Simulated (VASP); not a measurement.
A run of VASP 6.6.1 is set up as follows.

INCAR

```
ALGO = Fast
EDIFF = 1E-6
ENCUT = 520
GGA = PE
ISIF = 2
ISMEAR = 0
ISYM = 0
LASPH = T
LCHARG = F
LREAL = F
LWAVE = F
NBANDS = 12
NELM = 60
PREC = Accurate
SIGMA = 0.1
```

The input KPOINTS:

```
k-points
0
Gamma
  12 12 14
```

The input POSCAR:

```
Au
1.0
    2.8569802877     -0.0000987825     -0.0312675075
   -1.4285756920      2.4743656810      0.0000000000
    1.4012706265      0.8090239734      2.4944949446
Au
1
Direct
    0.0000000000      0.0000000000      0.0000000000
```

Potentials or basis: VASP PAW PBE potentials, release 64 (Au).

Launch:

```bash
$ cat potpaw_PBE.64/Au/POTCAR > POTCAR
$ mpirun -np 1 vasp_std > vasp.out
```

Problem. What does it give for the pressure?

Solution. 2.1 GPa.

Stress tensor (GPa, compression positive):
```
 3.24 -0.04 -0.03
-0.04  3.28 -0.02
-0.03 -0.02 -0.15
```
